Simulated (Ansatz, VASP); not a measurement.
## Si2Mo: VASP beside Ansatz

File INCAR:

```
PREC = Accurate
ENCUT = 520
EDIFF = 1E-6
ISMEAR = -1
SIGMA = 0.08
LREAL = F
LASPH = T
NELM = 80
ALGO = Normal
ISIF = 2
LWAVE = F
LCHARG = F
GGA = PE
NBANDS = 18
```

KPOINTS

```
regular mesh
0
Gamma
  9 9 7
```

The input POSCAR:

```
Si2Mo
1.0
    4.1055846228      0.0000000000      0.0000000000
   -2.0527923114      3.5555405807      0.0000000000
    0.0000000000      0.0000000000      2.5290144119
Mo Si
1 2
Direct
    0.0000000000      0.0000000000      0.0000000000
    0.3333333333      0.6666666667      0.5000000000
    0.6666666667      0.3333333333      0.5000000000
```

Input for Ansatz:

```yaml
crystal:
  lattice:
    - [4.1055846228, 0.0, 0.0]
    - [-2.0527923114, 3.5555405807, 0.0]
    - [0.0, 0.0, 2.5290144119]
  atoms:
    - { symbol: Mo, position: [0.0, 0.0, 0.0] }
    - { symbol: Si, position: [0.3333333333, 0.6666666667, 0.5] }
    - { symbol: Si, position: [0.6666666667, 0.3333333333, 0.5] }
kpoints:
  mp_grid: { grid: [9, 9, 7] }
scf:
  occupations: { method: fermi_dirac, width: 0.08 }
hamiltonian:
  xc: pbe
  pseudopotentials: { kind: all_electron, lapw: { basis_error: 0.001 } }
output:
  forces: true
  stress: true
  eigenvalues: true
  populations: true
```

Change from the starting cell: volume scaled by 0.88, LAPW.

Alike in both runs: task single point; functional PBE; k mesh 9 × 9 × 7; occupations fermi-dirac, width 0.08 eV; no spin polarisation.

```csv
,VASP,Ansatz
version,VASP 6.6.1,Ansatz 0.2.0
potentials or method,"VASP PAW PBE potentials, release 64 (Mo_sv, Si), cutoff 520 eV","all-electron LAPW, scalar-relativistic"
```

```csv
,VASP,Ansatz,Ansatz less VASP
pressure (GPa),29.4,29.2,-0.15
"traceless stress, the component that is largest in VASP (GPa)",0.14,-0.03,-0.169
```

Both programs put the cell under a high pressure, so it lies far from rest at this level. Ansatz ran all-electron here, and VASP with PAW potentials.
